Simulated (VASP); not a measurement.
Runs of VASP 6.6.1 on SnO2. The structure is that of space group R-3m (No. 166), or close to it. The cells are those of the table. 

```csv
cell,cutoff (eV),gap on the mesh (eV),pressure (GPa),largest force (eV/Å)
"a = 3.237, b = 3.237, c = 12.625 Å, angles 90.0, 90.0, 60.0°, 9 atoms",520,1.47,1.3,0.20
"a = 3.237, b = 3.237, c = 14.902 Å, angles 76.8, 76.8, 60.0°, 9 atoms",520,1.86,0.3,0.26
"a = 3.237, b = 3.237, c = 16.159 Å, angles 77.9, 77.9, 60.0°, 9 atoms",520,1.93,(b),0.25
"a = 3.237, b = 3.237, c = 13.796 Å, angles 75.7, 75.7, 60.0°, 9 atoms",520,1.52,0.8,0.24
"a = 3.237, b = 3.237, c = 12.985 Å, angles 83.6, 83.6, 60.0°, 9 atoms",520,1.52,0.8,0.18
"a = 3.237, b = 3.237, c = 14.474 Å, angles 84.2, 84.2, 60.0°, 9 atoms",520,1.86,0.3,0.26
"a = 3.237, b = 3.237, c = 12.875 Å, angles 90.0, 90.0, 60.0°, 9 atoms",600,(a),0.5,0.06
```

Alike in all rows: task single point; level PBE+D3(BJ); potentials or basis VASP PAW PBE potentials, release 64 (Sn_d, O); no spin polarisation; k mesh 9 × 9 × 2; smearing gaussian 0.05 eV.

Fill in the values left out.

(a) 1.55; (b) 0.4.

Caveats: spin-orbit coupling is left out, which moves the levels of the heavy elements; an odd mesh through Γ misses points on the zone boundary, where band edges can lie (at least some runs).

A k mesh can miss the band edges, and the runs leave out spin-orbit coupling on Sn.
